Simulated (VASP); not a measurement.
Cu:

```
Cu
1.0
     2.53076    0.00000    0.00000
    -1.26538    2.19171    0.00000
     0.00000    0.00000    8.26182
Cu
4
Direct
  0.00000 0.00000 0.00000
  0.33333 0.66667 0.25000
  0.00000 0.00000 0.50000
  0.66667 0.33333 0.75000
```

Base run:

| Quantity | Value |
| --- | --- |
| Program | VASP 6.6.1 |
| Functional | r2SCAN |
| Potentials or basis | VASP PAW PBE potentials, release 64 (Cu) |
| Cutoff | 520 eV |
| k mesh | 10 × 10 × 3 |
| Occupations | methfessel-paxton, width 0.15 eV |
| Spin | no spin polarisation |

Its results: band gap on the k mesh zero (band 22 reaches 10.98 eV, above the bottom of band 23 at 5.92 eV); pressure 0.7 GPa.

Question: The run is repeated on the same cell with these changes: k mesh from 10 × 10 × 3 to 6 × 6 × 2. What comes out?

Answer: Band gap on the k mesh zero (band 22 reaches 11.31 eV, above the bottom of band 23 at 5.86 eV); pressure 1.2 GPa.

Caveats: some runs use coarse meshes; the PAW data sets were made with another functional, which shifts forces and pressure a little.
